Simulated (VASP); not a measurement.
A run of VASP 6.6.1 is set up as follows.

File INCAR:

```
PREC = Accurate ; ENCUT = 520
EDIFF = 1E-6 ; ISMEAR = -1
SIGMA = 0.02 ; LREAL = F
LASPH = T ; NELM = 60
ALGO = Normal ; ISIF = 2
LWAVE = F ; LCHARG = F
GGA = PE ; NBANDS = 11
```

Contents of KPOINTS:

```
regular mesh
0
Gamma
  12 12 12
```

Contents of POSCAR:

```
BN
1.0
   -0.0232776792      1.7225482609      1.7225482609
    1.7225482609     -0.0232776792      1.7225482609
    1.7225482609      1.7225482609     -0.0232776792
B N
1 1
Direct
    0.0000000000      0.0000000000      0.0000000000
    0.5000000000      0.5000000000      0.5000000000
```

Potentials or basis: VASP PAW PBE potentials, release 64 (B, N).

Run with:

```sh
$ cat potpaw_PBE.64/B/POTCAR potpaw_PBE.64/N/POTCAR > POTCAR
$ mpirun -np 1 vasp_std > vasp.out
```

Task: Estimate the band gap on the k mesh.

Result: 1.23 eV (least direct gap 5.75 eV).

Task: What does it give for the pressure?

Result: 12.3 GPa.

Stress tensor (GPa, compression positive):
```
12.31  8.68  8.68
 8.68 12.31  8.68
 8.68  8.68 12.31
```

Caveat: the cell differs from its parent crystal (strain along [111] -2.0%); the cell stands under pressure. A k mesh can miss the band edges.
